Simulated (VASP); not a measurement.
# NbP (I4_1md) in VASP: a series of runs

NbP is run at these levels: PBEsol; tasks: single point.

All numbers are computed with VASP 6.6.1; they aren't measurements. Logs are shortened: lines on timing, memory, paths and dates and some standing lists are left out, and cuts for length are marked.

## 1. The cell of the first run

It takes space group I4_1md (No. 109, tetragonal). The conventional cell has a = 3.350 Å, b = 3.350 Å, c = 11.480 Å, α = 90.00°, β = 90.00°, γ = 90.00°. Within 3.4 Å of Nb (site symmetry 2mm) lie 6 P at 2.55 Å and 8 Nb at 3.32 to 3.35 Å. Within 3.4 Å of P (site symmetry 2mm) lie 6 Nb at 2.55 Å and 8 P at 3.32 to 3.35 Å.

## 2. Single point, PBEsol

INCAR

```
PREC = Accurate ; ENCUT = 520
EDIFF = 1E-7 ; ISMEAR = -1
SIGMA = 0.05 ; LREAL = False
LASPH = True ; NELM = 100
ALGO = Normal ; ISIF = 2
LWAVE = False ; LCHARG = False
GGA = PS ; NBANDS = 26
```

KPOINTS

```
Automatic mesh
0
Gamma
  9 9 9
```

POSCAR

```
NbP
1.0
   -1.6749232544      1.6749232544      5.7401081759
    1.6749232544     -1.6749232544      5.7401081759
    1.6749232544      1.6749232544     -5.7401081759
Nb P
2 2
Direct
    0.2498808000      0.7498808000      0.5000000000
    0.4998808000      0.4998808000      0.0000000000
    0.8327477700      0.3327477700      0.5000000000
    0.0827477700      0.0827477700      0.0000000000
```

Potentials or basis: VASP PAW PBE potentials, release 64 (Nb_sv, P).

Launch:

```bash
cat potpaw_PBE.64/Nb_sv/POTCAR potpaw_PBE.64/P/POTCAR > POTCAR
mpirun -np 1 vasp_std > vasp.out
```

OUTCAR:

```text
PREC = Accurate
   ENCUT = 520
   EDIFF = 1E-7
   ISMEAR = -1
   LREAL = False
   LASPH = True
   NELM = 100
   ISIF = 2
   GGA = PS

 ion  position               nearest neighbor table
   1  0.250  0.750  0.500-   4 2.55   4 2.55   3 2.55   3 2.55   3 2.55   3 2.55
   2  0.500  0.500  0.000-   3 2.55   3 2.55   4 2.55   4 2.55   4 2.55   4 2.55
   3  0.833  0.333  0.500-   2 2.55   2 2.55   1 2.55   1 2.55   1 2.55   1 2.55
   4  0.083  0.083  0.000-   1 2.55   1 2.55   2 2.55   2 2.55   2 2.55   2 2.55

  LATTYP: Found a body centered tetragonal cell.
 ALAT       =     3.3498465088
 C/A-ratio  =     3.4270872775

  Lattice vectors:

 A1 = (  -1.6749232544,   1.6749232544,   5.7401081759)
 A2 = (   1.6749232544,  -1.6749232544,   5.7401081759)
 A3 = (   1.6749232544,   1.6749232544,  -5.7401081759)

Analysis of symmetry for initial positions (statically):
=====================================================================
 Subroutine PRICEL returns:
 Original cell was already a primitive cell.

 Routine SETGRP: Setting up the symmetry group for a
 body centered tetragonal supercell.

 Subroutine GETGRP returns: Found  8 space group operations
 (whereof  4 operations were pure point group operations)
 out of a pool of 16 trial point group operations.

The static configuration has the point symmetry C_2v.
 The point group associated with its full space group is C_4v.

Analysis of symmetry for dynamics (positions and initial velocities):
=====================================================================
 Subroutine PRICEL returns:
 Original cell was already a primitive cell.

 Routine SETGRP: Setting up the symmetry group for a
 body centered tetragonal supercell.

 Subroutine GETGRP returns: Found  8 space group operations
 (whereof  4 operations were pure point group operations)
 out of a pool of 16 trial point group operations.

The dynamic configuration has the point symmetry C_2v.
 The point group associated with its full space group is C_4v.

 Subroutine INISYM returns: Found  8 space group operations
 (whereof  4 operations are pure point group operations),
 and found     1 'primitive' translations

----------------------------------------------------------------------------------------

                                     Primitive cell

  volume of cell :      64.4125

  direct lattice vectors                    reciprocal lattice vectors
    -1.674923254  1.674923254  5.740108176     0.000000000  0.298521140  0.087106372
     1.674923254 -1.674923254  5.740108176     0.298521140  0.000000000  0.087106372
     1.674923254  1.674923254 -5.740108176     0.298521140  0.298521140  0.000000000

  length of vectors
     6.209635874  6.209635874  6.209635874     0.310970081  0.310970081  0.422172645

  position of ions in fractional coordinates (direct lattice)
     0.249880800  0.749880800  0.500000000
     0.499880800  0.499880800  0.000000000
     0.832747770  0.332747770  0.500000000
     0.082747770  0.082747770  0.000000000

  ion indices of the primitive-cell ions
   primitive index   ion index
                 1           1
                 2           2
                 3           3
                 4           4

----------------------------------------------------------------------------------------

 KPOINTS: Automatic mesh

Automatic generation of k-mesh.
 Grid dimensions read from file:
 generate k-points for:    9    9    9

 Generating k-lattice:

  Cartesian coordinates                     Fractional coordinates (reciprocal lattice)
     0.000000000  0.033169016  0.009678486     0.111111111  0.000000000 -0.000000000
     0.033169016  0.000000000  0.009678486     0.000000000  0.111111111 -0.000000000
     0.033169016  0.033169016  0.000000000     0.000000000  0.000000000  0.111111111

  Length of vectors
     0.034552231  0.034552231  0.046908072

  Shift w.r.t. Gamma in fractional coordinates (k-lattice)
     0.000000000  0.000000000  0.000000000

 Subroutine IBZKPT returns following result:
 ===========================================

 Found     75 irreducible k-points:

 Following reciprocal coordinates:
            Coordinates               Weight
  0.000000  0.000000  0.000000      1.000000
  0.111111  0.000000 -0.000000      8.000000
  0.222222 -0.000000  0.000000      8.000000
  0.333333 -0.000000  0.000000      8.000000
  0.444444 -0.000000  0.000000      8.000000
  0.111111  0.111111 -0.000000      8.000000
[... 16 lines left out ...]
 -0.333333  0.333333  0.000000      4.000000
  0.444444  0.444444  0.000000      8.000000
 [... further k-points ...]
   k-points           NKPTS =     75   k-points in BZ     NKDIM =     75   number of bands    NBANDS=     26
   number of dos      NEDOS =    301   number of ions     NIONS =      4
   total plane-waves  NPLWV = 110592
   dimension x,y,z NGX =    48 NGY =   48 NGZ =   48
   dimension x,y,z NGXF=    96 NGYF=   96 NGZF=   96
   ions per type =               2   2
   NGX,Y,Z   is equivalent  to a cutoff of  12.85, 12.85, 12.85 a.u.
   NGXF,Y,Z  is equivalent  to a cutoff of  25.70, 25.70, 25.70 a.u.
 SYSTEM =  unknown system
   PREC   = accura    normal or accurate (medium, high low for compatibility)
   ISTART =      0    job   : 0-new  1-cont  2-samecut
   ICHARG =      2    charge: 1-file 2-atom 10-const
   ISPIN  =      1    spin polarized calculation?
   LNONCOLLINEAR =      F non collinear calculations
   LSORBIT =      F    spin-orbit coupling
   LASPH  =      T    aspherical Exc in radial PAW
   ENCUT  =  520.0 eV  38.22 Ry    6.18 a.u.  11.55 11.55 11.55*2*pi/ulx,y,z
   NELM   =    100;   NELMIN=  2; NELMDL= -5     # of ELM steps
   EDIFF  = 0.1E-06   stopping-criterion for ELM
   LREAL  =      F    real-space projection
   EDIFFG = 0.1E-05   stopping-criterion for IOM
   NSW    =      0    number of steps for IOM
   IBRION =     -1    ionic relax: 0-MD 1-quasi-New 2-CG
   NFREE  =      0    steps in history (QN), initial steepest desc. (CG)
   ISIF   =      2    stress and relaxation
   ISYM   =      2    0-nonsym 1-usesym 2-fastsym
   POTIM  = 0.5000    time-step for ionic-motion
   TEBEG  =    0.0;   TEEND  =   0.0 temperature during run
   PSTRESS=    0.0 pullay stress
   NELECT =      36.0000    total number of electrons
   NUPDOWN=      -1.0000    fix difference up-down
   EMIN   =  10.00;   EMAX   =-10.00  energy-range for DOS
   EFERMI =   0.00;   METHOD = LEGACY
   ISMEAR =    -1;   SIGMA  =   0.05  broadening in eV -4-tet -1-fermi 0-gaus
   EFERMI_NEDOS =   21; number of points for ismear=-14 and -15
   IALGO  =     38    algorithm
   IMIX   =      4    mixing-type and parameters
     AMIX     =   0.40;   BMIX     =  1.00
     AMIX_MAG =   1.60;   BMIX_MAG =  1.00
  volume/ion in A,a.u.               =      16.10       108.67
  Fermi-wavevector in a.u.,A,eV,Ry     =   1.348504  2.548304 24.741706  1.818464
  Thomas-Fermi vector in A             =   2.476168
   LORBIT       =      0    0 simple, 1 ext, 2 COOP (PROOUT), +10 PAW based schemes
   GGA     = PS    functional components
   LHFCALC =     F    Hartree Fock is set to
   AEXX    =    0.0000 exact exchange contribution
   IVDW    =     0    specifies the selected vdW correction
   LEPSILON=     F    determine dielectric tensor
   LRPA    =     F    only Hartree local field effects (RPA)
 non-spin polarized calculation
  energy-cutoff  :      520.00
  volume of cell :       64.41
 maximum number of plane-waves:      1751
 NGX is ok and might be reduce to    48
   NGX = 23   NGY = 23   NGZ = 23

 number of electron      35.9999999 magnetization

 Free energy of the ion-electron system (eV)
  ---------------------------------------------------
  ext. energy  EPLUGINS =         0.00000000
  ---------------------------------------------------
  free energy    TOTEN  =       -37.78624463 eV

  energy without entropy =      -37.77919920  energy(sigma->0) =      -37.78272192

 E-fermi :  10.4707     XC(G=0): -12.0994

 val. band max:       10.4121884829   @ k =  -0.2222  -0.4444   0.2222
 cond. band min:      10.4856670298   @ k =  -0.1111   0.4444   0.1111
 fundamental gap:      0.0734785469
 Fermi energy:        10.4706786857

 k-point     1 :       0.0000    0.0000    0.0000
  band No.  band energies     occupation
      1     -44.3818      2.00000
      2     -44.3445      2.00000
      3     -20.6730      2.00000
      4     -20.4741      2.00000
      5     -20.4741      2.00000
      6     -20.3294      2.00000
[... 18 lines left out ...]
     25      14.5313      0.00000
     26      14.5313      0.00000

 k-point     2 :       0.1111    0.0000   -0.0000
  band No.  band energies     occupation
      1     -44.3789      2.00000
      2     -44.3433      2.00000
      3     -20.6620      2.00000
      4     -20.5064      2.00000
      5     -20.4715      2.00000
      6     -20.3617      2.00000
[... 18 lines left out ...]
     25      14.6153      0.00000
     26      15.0885      0.00000

 k-point     3 :       0.2222   -0.0000    0.0000
  band No.  band energies     occupation
      1     -44.3713      2.00000
      2     -44.3406      2.00000
      3     -20.6452      2.00000
      4     -20.5754      2.00000
      5     -20.4648      2.00000
      6     -20.4355      2.00000
[... 18 lines left out ...]
     25      15.1207      0.00000
     26      16.1179      0.00000

 k-point     4 :       0.3333   -0.0000    0.0000
  band No.  band energies     occupation
      1     -44.3622      2.00000
      2     -44.3380      2.00000
      3     -20.7024      2.00000
      4     -20.5833      2.00000
      5     -20.5027      2.00000
      6     -20.4572      2.00000
[... 18 lines left out ...]
     25      15.0229      0.00000
     26      16.7548      0.00000
[... 496 lines left out ...]
      1     -44.3397      2.00000
      2     -44.3276      2.00000
      3     -20.7236      2.00000
      4     -20.6589      2.00000
      5     -20.5558      2.00000
      6     -20.5059      2.00000
[... 18 lines left out ...]
     25      15.8093      0.00000
     26      16.1852      0.00000

 k-point    23 :      -0.3333    0.3333    0.0000
  band No.  band energies     occupation
      1     -44.3465      2.00000
      2     -44.3283      2.00000
      3     -20.6691      2.00000
      4     -20.6668      2.00000
      5     -20.5329      2.00000
      6     -20.5036      2.00000
[... 18 lines left out ...]
     25      15.5491      0.00000
     26      16.6074      0.00000

 k-point    24 :       0.4444    0.4444    0.0000
  band No.  band energies     occupation
      1     -44.3305      2.00000
      2     -44.3294      2.00000
      3     -20.7141      2.00000
      4     -20.7132      2.00000
      5     -20.5465      2.00000
      6     -20.5447      2.00000
[... 18 lines left out ...]
     25      16.2999      0.00000
     26      16.4777      0.00000

 [... further k-points ...]

------------------------ aborting loop because EDIFF is reached ----------------------------------------

  FORCE on cell =-STRESS in cart. coord.  units (eV):
  Direction    XX          YY          ZZ          XY          YZ          ZX
  --------------------------------------------------------------------------------------
  -------------------------------------------------------------------------------------
  Total       -2.6289468     -2.6289468     -2.6562142      0.0000000      0.0000000      0.0000000
  in kB      -65.3916776    -65.3916776    -66.0699195      0.0000000      0.0000000      0.0000000
  external PRESSURE =     -65.6177583 kB  Pullay stress =       0.0000000 kB

 VOLUME and BASIS-vectors are now :
 -----------------------------------------------------------------------------
  energy-cutoff  :      520.00
  volume of cell :       64.41
      direct lattice vectors                 reciprocal lattice vectors
    -1.674923254  1.674923254  5.740108176     0.000000000  0.298521140  0.087106372
     1.674923254 -1.674923254  5.740108176     0.298521140  0.000000000  0.087106372
     1.674923254  1.674923254 -5.740108176     0.298521140  0.298521140  0.000000000

 POSITION                                       TOTAL-FORCE (eV/Angst)
 -----------------------------------------------------------------------------------
      1.67492      0.00000      2.86869        -0.000000      0.000000      0.011122
      0.00000      0.00000      5.73874         0.000000     -0.000000      0.011122
      0.00000      1.67492      3.82002        -0.000000     -0.000000     -0.011122
      0.00000      0.00000      0.94996         0.000000      0.000000     -0.011122
 -----------------------------------------------------------------------------------
    total drift:                               -0.000000     -0.000000      0.000141

  FREE ENERGIE OF THE ION-ELECTRON SYSTEM (eV)
  ---------------------------------------------------
  free  energy   TOTEN  =       -37.7862446331 eV

  energy  without entropy=      -37.7791992025  energy(sigma->0) =      -37.78272192
```

Run time: 4.3 min. Hardware: 1 thread of AMD EPYC 9R45 (Zen 5), shared host; peak memory 0.35 GiB.

What came out:

```yaml
Free_energy: -37.7862 eV
Pressure: -6.6 GPa
Largest_force: 0.011 eV/Å
Band_gap_on_the_k_mesh: zero (band 18 reaches 10.53 eV, above the bottom of band 19 at 10.49 eV)
```

Forces in eV/Å, atoms in the order of the input:
```
Nb   0.000  0.000  0.011
Nb   0.000  0.000  0.011
P    0.000  0.000 -0.011
P    0.000  0.000 -0.011
```

Levels at points of the mesh, in eV from the Fermi level:
```csv
k point,band 16,band 17,band 18,band 19,band 20,band 21
"(0.00, 0.00, 0.00)",-1.74,-1.36,-1.36,0.82,1.58,2.63
```

Caveat: the PAW data sets were made with another functional, which shifts forces and pressure a little.

## 3. Single point, PBEsol

This run uses another cell than the first one, of 16.26 Å³/atom, 1.010 times its volume.

INCAR

```
  PREC = Accurate
  ENCUT = 520
  EDIFF = 1E-6
  ISMEAR = -1
  SIGMA = 0.05
  LREAL = False
  LASPH = True
  NELM = 100
  ALGO = Normal
  ISIF = 2
  LWAVE = False
  LCHARG = False
  GGA = PS
  NBANDS = 26
```

KPOINTS is that of step 2.

POSCAR

```
NbP
1.0
   -1.6749232544      1.6749232544      5.7975092577
    1.6749232544     -1.6749232544      5.7975092577
    1.6749232544      1.6749232544     -5.7975092577
Nb P
2 2
Direct
    0.2498808000      0.7498808000      0.5000000000
    0.4998808000      0.4998808000      0.0000000000
    0.8327477700      0.3327477700      0.5000000000
    0.0827477700      0.0827477700      0.0000000000
```

Potentials or basis: VASP PAW PBE potentials, release 64 (Nb_sv, P).

Launch:

```bash
cat potpaw_PBE.64/Nb_sv/POTCAR potpaw_PBE.64/P/POTCAR > POTCAR
mpirun -np 1 vasp_std > vasp.out
```

Wall time 3.8 min (1 thread of AMD EPYC 9R45 (Zen 5), shared host); peak memory 0.35 GiB.

The run converged. Its results:

| Item | Value |
| --- | --- |
| Free energy | -37.7548 eV |
| Pressure | -8.1 GPa |
| Largest force | 0.047 eV/Å |
| Band gap on the k mesh | zero (band 18 reaches 10.43 eV, above the bottom of band 19 at 10.30 eV) |

Forces in eV/Å, atoms in the order of the input:
```
Nb   0.000  0.000 -0.047
Nb   0.000  0.000 -0.047
P    0.000  0.000  0.047
P    0.000  0.000  0.047
```

Stress tensor (GPa, compression positive):
```
-7.55  0.00  0.00
 0.00 -7.55  0.00
 0.00  0.00 -9.18
```

Levels at points of the mesh, in eV from the Fermi level:
```csv
k point,band 16,band 17,band 18,band 19,band 20,band 21
"(0.00, 0.00, 0.00)",-1.77,-1.34,-1.34,0.85,1.57,2.57
```

Caveat: the PAW data sets were made with another functional, which shifts forces and pressure a little.

## 4. Single point, PBEsol

This run uses another cell than the first one, of 16.43 Å³/atom, 1.020 times its volume.

INCAR

```
PREC = Accurate ; ENCUT = 520
EDIFF = 1E-6 ; ISMEAR = -1
SIGMA = 0.05 ; LREAL = F
LASPH = T ; NELM = 100
ALGO = Normal ; ISIF = 2
LWAVE = F ; LCHARG = F
GGA = PS ; NBANDS = 26
```

KPOINTS is that of step 3.

POSCAR

```
NbP
1.0
   -1.6749232544      1.6749232544      5.8549103394
    1.6749232544     -1.6749232544      5.8549103394
    1.6749232544      1.6749232544     -5.8549103394
Nb P
2 2
Direct
    0.2498808000      0.7498808000      0.5000000000
    0.4998808000      0.4998808000      0.0000000000
    0.8327477700      0.3327477700      0.5000000000
    0.0827477700      0.0827477700      0.0000000000
```

Launch:

```bash
cat potpaw_PBE.64/Nb_sv/POTCAR potpaw_PBE.64/P/POTCAR > POTCAR
mpirun -np 1 vasp_std > vasp.out
```

It took 3.8 min on 1 thread of AMD EPYC 9R45 (Zen 5), shared host; peak memory 0.35 GiB.

The run converged. Its results:

```yaml
Free_energy: -37.7135 eV
Pressure: -9.5 GPa
Largest_force: 0.098 eV/Å
Band_gap_on_the_k_mesh: zero (band 18 reaches 10.32 eV, above the bottom of band 19 at 10.19 eV)
```

Forces on the atoms (eV/Å):
```
Nb   0.000  0.000 -0.098
Nb   0.000  0.000 -0.098
P    0.000  0.000  0.098
P    0.000  0.000  0.098
```

Stress tensor (GPa, compression positive):
```
 -8.50   0.00   0.00
  0.00  -8.50   0.00
  0.00   0.00 -11.55
```

Levels at points of the mesh, in eV from the Fermi level:
| k point | band 14 | band 15 | band 16 | band 17 | band 18 | band 19 | band 20 | band 21 | band 22 | band 23 |
| --- | --- | --- | --- | --- | --- | --- | --- | --- | --- | --- |
| (0.00, 0.00, 0.00) | -2.13 | -2.13 | -1.80 | -1.31 | -1.31 | 0.89 | 1.57 | 2.52 | 3.13 | 3.13 |

Caveat: the PAW data sets were made with another functional, which shifts forces and pressure a little.

## 5. The runs side by side

```csv
cell,gap on the mesh (eV),pressure (GPa),largest force (eV/Å)
"a = 6.210 Å, angles 148.7, 148.7, 44.8°, 4 atoms",none,-6.6,0.01
"a = 6.263 Å, angles 149.0, 149.0, 44.4°, 4 atoms",none,-8.1,0.05
"a = 6.316 Å, angles 149.2, 149.2, 44.1°, 4 atoms",none,-9.5,0.10
```

Alike in all rows: task single point; level PBEsol; potentials or basis VASP PAW PBE potentials, release 64 (Nb_sv, P); no spin polarisation; k mesh 9 × 9 × 9; cutoff (eV) 520; smearing fermi-dirac 0.05 eV.

Caveats: the PAW data sets were made with another functional, which shifts forces and pressure a little.

Total energies depend on the potentials used, so only differences within one code and one set of settings carry meaning.
